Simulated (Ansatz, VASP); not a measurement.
One calculation of Ga, two programs

```
Ga
1.0
     4.03005    0.00000    0.00000
    -2.01503    3.49013    0.00000
     0.00000    0.00000    4.05554
Ga
3
Cartesian
  1.3434 0.0000 1.3518
  -0.6717 1.1634 2.7037
  1.3433 2.3267 0.0000
```

Alike in both runs: functional r2SCAN; k mesh 6 × 6 × 4; occupations gaussian, width 0.1 eV; no spin polarisation.

Ansatz relaxed the structure, and its values are those at the end. VASP's run is a single point on that final structure, the one shown.

|  | VASP | Ansatz |
| --- | --- | --- |
| version | VASP 6.6.1 | Ansatz 0.2.0 |
| potentials or method | VASP PAW PBE potentials, release 64 (Ga_d), cutoff 520 eV | scalar-relativistic, plane waves, PAW |
| valence electrons in the cell | 39 | 39 |

|  | VASP | Ansatz | Ansatz less VASP |
| --- | --- | --- | --- |
| gap on the k mesh at the Fermi level (eV) | none | none | - |
| pressure (GPa) | -0.1 | -0.1 | -0.03 |

VASP's potentials were made for PBE, not for r2SCAN. A gap of «none» marks a metal or a gap that the smearing closes.

The k mesh is coarse, so the values compare programs but aren't converged.
